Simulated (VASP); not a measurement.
# Te (P6_3/mmc) in VASP: a series of runs

Runs on Te. Level: BLYP. Tasks: relaxation of cell and atoms, single point.

All numbers are computed with VASP 6.6.1; they aren't measurements. Logs are shortened: lines on timing, memory, paths and dates and some standing lists are left out, and cuts for length are marked.

### Step 1. The cell of the first run

It takes space group P6_3/mmc (No. 194, hexagonal). Conventional cell: a = 3.442 Å, b = 3.442 Å, c = 5.621 Å, α = 90.00°, β = 90.00°, γ = 120.00°. Within 4.5 Å of Te (site symmetry -6m2) lie 12 Te at 3.44 Å.

### Step 2. Relaxation of cell and atoms, BLYP

File INCAR:

```
AGGAC = 1.0 ; AGGAX = 1.0
ALDAC = 0.0 ; ALDAX = 1.0
ALGO = Normal ; EDIFF = 1E-6
EDIFFG = -0.01 ; ENCUT = 600
GGA = B5 ; IBRION = 2
ISIF = 3 ; ISMEAR = -1
LASPH = True ; LCHARG = False
LREAL = False ; LWAVE = False
NELM = 80 ; NSW = 80
PREC = Accurate ; SIGMA = 0.1
```

File KPOINTS:

```
k-points
0
Gamma
  11 11 6
```

File POSCAR:

```
Te
1.0
    3.4420649897      0.0000000000      0.0000000000
   -1.7210324948      2.9809157225      0.0000000000
    0.0000000000      0.0000000000      5.6208921281
Te
2
Direct
    0.3333333333      0.6666666667      0.2500000000
    0.6666666667      0.3333333333      0.7500000000
```

Potentials or basis: VASP PAW PBE potentials, release 64 (Te).

Launch:

```sh
> cat potpaw_PBE.64/Te/POTCAR > POTCAR
> mpirun -np 1 vasp_std > vasp.out
```

OUTCAR:

```text
EDIFF = 1E-6
   EDIFFG = -0.01
   ENCUT = 600
   GGA = B5
   IBRION = 2
   ISIF = 3
   ISMEAR = -1
   LASPH = True
   LREAL = False
   NELM = 80
   NSW = 80
   PREC = Accurate

 ion  position               nearest neighbor table
   1  0.333  0.667  0.250-   2 3.44   2 3.44   2 3.44   2 3.44   2 3.44   2 3.44
   2  0.667  0.333  0.750-   1 3.44   1 3.44   1 3.44   1 3.44   1 3.44   1 3.44

  LATTYP: Found a hexagonal cell.
 ALAT       =     3.4420649897
 C/A-ratio  =     1.6330000000

  Lattice vectors:

 A1 = (   3.4420649897,   0.0000000000,   0.0000000000)
 A2 = (  -1.7210324948,   2.9809157225,   0.0000000000)
 A3 = (   0.0000000000,   0.0000000000,   5.6208921281)

Analysis of symmetry for initial positions (statically):
=====================================================================
 Subroutine PRICEL returns:
 Original cell was already a primitive cell.

 Routine SETGRP: Setting up the symmetry group for a
 hexagonal supercell.

 Subroutine GETGRP returns: Found 24 space group operations
 (whereof 12 operations were pure point group operations)
 out of a pool of 24 trial point group operations.

The static configuration has the point symmetry D_3d.
 The point group associated with its full space group is D_6h.

Analysis of symmetry for dynamics (positions and initial velocities):
=====================================================================
 Subroutine PRICEL returns:
 Original cell was already a primitive cell.

 Routine SETGRP: Setting up the symmetry group for a
 hexagonal supercell.

 Subroutine GETGRP returns: Found 24 space group operations
 (whereof 12 operations were pure point group operations)
 out of a pool of 24 trial point group operations.

The dynamic configuration has the point symmetry D_3d.
 The point group associated with its full space group is D_6h.

 Subroutine INISYM returns: Found 24 space group operations
 (whereof 12 operations are pure point group operations),
 and found     1 'primitive' translations

----------------------------------------------------------------------------------------

                                     Primitive cell

  volume of cell :      57.6732

  direct lattice vectors                    reciprocal lattice vectors
     3.442064990  0.000000000  0.000000000     0.290523277  0.167733692  0.000000000
    -1.721032495  2.980915722  0.000000000     0.000000000  0.335467384  0.000000000
     0.000000000  0.000000000  5.620892128     0.000000000  0.000000000  0.177907702

  length of vectors
     3.442064990  3.442064990  5.620892128     0.335467384  0.335467384  0.177907702

  position of ions in fractional coordinates (direct lattice)
[... 108 lines left out ...]
   LEPSILON=     F    determine dielectric tensor
   LRPA    =     F    only Hartree local field effects (RPA)
 conjugate gradient relaxation of ions
 non-spin polarized calculation
  energy-cutoff  :      600.00
  volume of cell :       57.67
 maximum number of plane-waves:      1945
 NGX is ok and might be reduce to    28
   NGX = 13   NGY = 13   NGZ = 23

--------------------------------------- Ionic step        1  -------------------------------------------

 number of electron      12.0000000 magnetization

 Free energy of the ion-electron system (eV)
  ---------------------------------------------------
  ext. energy  EPLUGINS =         0.00000000
  ---------------------------------------------------
  free energy    TOTEN  =        -3.87183472 eV

  energy without entropy =       -3.80859431  energy(sigma->0) =       -3.84021452

------------------------ aborting loop because EDIFF is reached ----------------------------------------

  FORCE on cell =-STRESS in cart. coord.  units (eV):
  Direction    XX          YY          ZZ          XY          YZ          ZX
  --------------------------------------------------------------------------------------
  -------------------------------------------------------------------------------------
  Total        2.2386472      2.2386472      1.1909893      0.0000000      0.0000000      0.0000000
  in kB       62.1902396     62.1902396     33.0860129      0.0000000      0.0000000      0.0000000
  external PRESSURE =      52.4888307 kB  Pullay stress =       0.0000000 kB
[... 89 lines left out ...]
  FREE ENERGIE OF THE ION-ELECTRON SYSTEM (eV)
  ---------------------------------------------------
  free  energy   TOTEN  =        -3.9843579217 eV

  energy  without entropy=       -3.9055043525  energy(sigma->0) =       -3.94493114

[... ionic steps 4 to 21 ...]

--------------------------------------- Ionic step       22  -------------------------------------------

 number of electron      11.9999999 magnetization

------------------------ aborting loop because EDIFF is reached ----------------------------------------
[... 67 lines left out ...]
--------------------------------------- Ionic step       24  -------------------------------------------

 number of electron      11.9999999 magnetization

 Free energy of the ion-electron system (eV)
  ---------------------------------------------------
  ext. energy  EPLUGINS =         0.00000000
  ---------------------------------------------------
  free energy    TOTEN  =        -4.63810785 eV

  energy without entropy =       -4.57883237  energy(sigma->0) =       -4.60847011

 E-fermi :   5.6690     XC(G=0):  -8.3334

 val. band max:        5.6559649600   @ k =   0.3636   0.0000   0.3333
 cond. band min:       5.6702936170   @ k =   0.3636   0.0000   0.3333
 fundamental gap:      0.0143286570
 Fermi energy:         5.6690120037

 k-point     1 :       0.0000    0.0000    0.0000
  band No.  band energies     occupation
      1      -7.1438      2.00000
      2      -3.1217      2.00000
      3       2.1253      2.00000
      4       3.7812      2.00000
      5       3.7812      2.00000
      6       6.3163      0.00308
      7       6.3163      0.00308
      8       8.2697      0.00000
      9       9.4698      0.00000
     10      11.5779      0.00000
[... 287 lines left out ...]
 k-point    24 :       0.1818    0.0909    0.1667
  band No.  band energies     occupation
      1      -6.5547      2.00000
      2      -3.8800      2.00000
      3       1.9950      2.00000
      4       3.0998      2.00000
      5       4.2854      2.00000
      6       4.9668      1.99822
      7       6.5481      0.00030
      8       7.3186      0.00000
      9      10.9644      0.00000
     10      11.8045      0.00000

 [... further k-points ...]
[... 5 lines left out ...]
  --------------------------------------------------------------------------------------
  -------------------------------------------------------------------------------------
  Total        0.0000216      0.0000216     -0.0055684      0.0000000      0.0000000      0.0000000
  in kB        0.0004874      0.0004874     -0.1254293      0.0000000      0.0000000      0.0000000
  external PRESSURE =      -0.0414849 kB  Pullay stress =       0.0000000 kB
[... 17 lines left out ...]
  FREE ENERGIE OF THE ION-ELECTRON SYSTEM (eV)
  ---------------------------------------------------
  free  energy   TOTEN  =        -4.6381078486 eV

  energy  without entropy=       -4.5788323698  energy(sigma->0) =       -4.60847011

 reached required accuracy - stopping structural energy minimisation
```

Run time: 9.4 min. Hardware: 1 thread of Intel Xeon Platinum 8259CL at 2.50GHz (Skylake/Cascade Lake), shared host; peak memory 0.22 GiB.

Results:

```
Free energy                            : -4.6381 eV
Relaxed volume                         : 35.56 Å³/atom
Relaxed cell                           : a = 4.308 Å, b = 4.308 Å, c = 4.425 Å, α = 90.00°, β = 90.00°, γ = 120.00°
Space group after relaxing (to 0.05 Å) : P6_3/mmc (No. 194)
Energy gained by relaxing              : 383.1 meV/atom
Ionic steps                            : 24
Pressure after relaxing                : 0.0 GPa
Band gap on the k mesh                 : zero (band 6 reaches 6.32 eV, above the bottom of band 7 at 4.77 eV)
```

The path:
```
step  energy change (eV)  largest force (eV/Å)  pressure (GPa)  volume (Å³)
   1              0.0000                0.0000            5.25        57.67
   2             -0.1111                0.0000           -0.85        65.91
   3             -0.1125                0.0000           -0.34        64.93
   4             -0.1437                0.0000           -0.39        65.01
   5             -0.3122                0.0000           -0.17        65.01
   6             -0.6485                0.0000            2.94        63.78
   7              0.7758                0.0000           21.00        55.80
   8             -0.6349                0.0000            5.80        62.64
   9             -0.6576                0.0000            4.83        63.03
  10             -0.6632                0.0000            4.77        63.25
  11             -0.6753                0.0000            4.64        63.90
  12             -0.6792                0.0000            4.38        65.13
  13             -0.6945                0.0000            3.90        65.68
  14             -0.7307                0.0000            2.58        67.36
  15             -0.7641                0.0000            0.38        70.79
  16             -0.7652                0.0000           -0.01        71.50
  17             -0.7652                0.0000           -0.07        71.63
  18             -0.7653                0.0000           -0.08        71.61
  19             -0.7657                0.0000           -0.07        71.52
  20             -0.7662                0.0000           -0.06        71.35
  21             -0.7659                0.0000           -0.03        70.99
  22             -0.7663                0.0000           -0.05        71.23
  23             -0.7663                0.0000           -0.05        71.22
  24             -0.7663                0.0000            0.00        71.13
```

Final structure:
```
CELL_PARAMETERS angstrom
4.30817 0.00000 0.00000
-2.15409 3.73099 0.00000
0.00000 0.00000 4.42515
ATOMIC_POSITIONS crystal
Te 0.33333 0.66667 0.25000
Te 0.66667 0.33333 0.75000
```

Caveat: the volume moved by over 15 % at a fixed basis, so the end points are rough; the PAW data sets were made with another functional, which shifts forces and pressure a little; spin-orbit coupling is left out, which moves the levels of the heavy elements.

### Step 3. Single point, BLYP

This run uses another cell than the first one, of 35.47 Å³/atom, 1.230 times its volume.

File INCAR:

```
AGGAC = 1.0
AGGAX = 1.0
ALDAC = 0.0
ALDAX = 1.0
ALGO = Normal
EDIFF = 1E-6
ENCUT = 520
GGA = B5
ISIF = 2
ISMEAR = -1
LASPH = True
LCHARG = False
LREAL = False
LWAVE = False
NBANDS = 13
NELM = 60
PREC = Accurate
SIGMA = 0.1
```

File KPOINTS:

```
k-points
0
Gamma
  14 14 12
```

File POSCAR:

```
Te
1.0
    4.3058198643      0.0000000000      0.0000000000
   -2.1529099321      3.7289493866      0.0000000000
    0.0000000000      0.0000000000      4.4185863204
Te
2
Direct
    0.3333333333      0.6666666667      0.2500000000
    0.6666666667      0.3333333333      0.7500000000
```

Potentials or basis: VASP PAW PBE potentials, release 64 (Te).

Launch:

```sh
> cat potpaw_PBE.64/Te/POTCAR > POTCAR
> mpirun -np 1 vasp_std > vasp.out
```

Wall time 68 s (1 thread of Intel Xeon Platinum 8259CL at 2.50GHz (Skylake/Cascade Lake), shared host); peak memory 0.27 GiB.

The run converged. Its results:

- Free energy: -4.6487 eV
- Pressure: 0.0 GPa
- Band gap on the k mesh: zero (band 6 reaches 6.35 eV, above the bottom of band 7 at 4.75 eV)

Stress tensor (GPa, compression positive):
```
 0.22  0.00  0.00
 0.00  0.22  0.00
 0.00  0.00 -0.30
```

Levels at points of the mesh, in eV from the Fermi level:
| k point | band 2 | band 3 | band 4 | band 5 | band 6 | band 7 | band 8 | band 9 | band 10 | band 11 |
| --- | --- | --- | --- | --- | --- | --- | --- | --- | --- | --- |
| (0.00, 0.00, 0.00) | -8.82 | -3.59 | -1.94 | -1.94 | 0.61 | 0.61 | 2.57 | 3.75 | 5.87 | 7.92 |
| (0.50, 0.00, 0.00) | -10.36 | -3.15 | -3.05 | -2.06 | -0.47 | -0.40 | 1.75 | 3.78 | 7.81 | 7.87 |
| (0.00, 0.00, 0.50) | -11.33 | -0.99 | -0.99 | -0.62 | -0.62 | -0.62 | -0.62 | 6.51 | 6.51 | 6.51 |
| (0.50, 0.00, 0.50) | -10.71 | -4.64 | -4.64 | -1.30 | -1.30 | 1.00 | 1.00 | 7.22 | 7.22 | 11.06 |

Caveat: the PAW data sets were made with another functional, which shifts forces and pressure a little; spin-orbit coupling is left out, which moves the levels of the heavy elements.
